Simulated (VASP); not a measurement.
Write the native input for VASP 6.6.1 that does the following.

* Task: single point
* Functional: LDA
* Potentials or basis: VASP PAW LDA potentials, release 64 (N)
* Cutoff: 520 eV
* k mesh: 7 × 7 × 2
* Occupations: gaussian, width 0.05 eV
* Spin: no spin polarisation
* Dipole correction: no
* Further INCAR settings: ALGO = Normal; EDIFF = 1e-07; NBANDS = 30

The structure of N lies in POSCAR:

```
N
1.0
   -3.5269202438      0.0000000000      0.0000000000
   -1.7634601219     -3.0544025283      0.0000000000
   -0.5878200406      1.0181341761     13.3505029787
N
8
Direct
    0.0214544603      0.6452122064      0.9356366191
    0.1918663042      0.4748003624      0.4244010873
    0.0487707527      0.6178959140      0.8536877420
    0.2191825966      0.4474840701      0.3424522103
    0.6104055595      0.7229277738      0.1687833215
    0.4399937156      0.8933396177      0.6800188532
    0.6377218519      0.6956114815      0.0868344444
    0.4673100079      0.8660233254      0.5980699762
```

One way to write it, as run:

INCAR

```
  PREC = Accurate
  ENCUT = 520
  EDIFF = 1E-7
  ISMEAR = 0
  SIGMA = 0.05
  LREAL = False
  LASPH = True
  NELM = 60
  ALGO = Normal
  ISIF = 2
  LWAVE = False
  LCHARG = False
  GGA = CA
  NBANDS = 30
```

KPOINTS

```
regular mesh
0
Gamma
  7 7 2
```

Potentials or basis: VASP PAW LDA potentials, release 64 (N).

Launch:

```bash
$ cat potpaw_LDA.64/N/POTCAR > POTCAR
$ mpirun -np 1 vasp_std > vasp.out
```

It gave:

* Pressure: 3.5 GPa
* Largest force: 1.733 eV/Å
* Band gap on the k mesh: 5.65 eV

Caveat: the standard files for N, O and F lose accuracy on very short bonds; the cell stands under pressure; an odd mesh through Γ misses points on the zone boundary, where band edges can lie; forces of over 1 eV/Å act on the atoms, so gaps and moduli don't describe the material at rest.

It took 2.3 min on 1 thread of Intel(R) Xeon(R) 6975P-C (Granite Rapids) (shared host), peak memory 0.29 GiB.
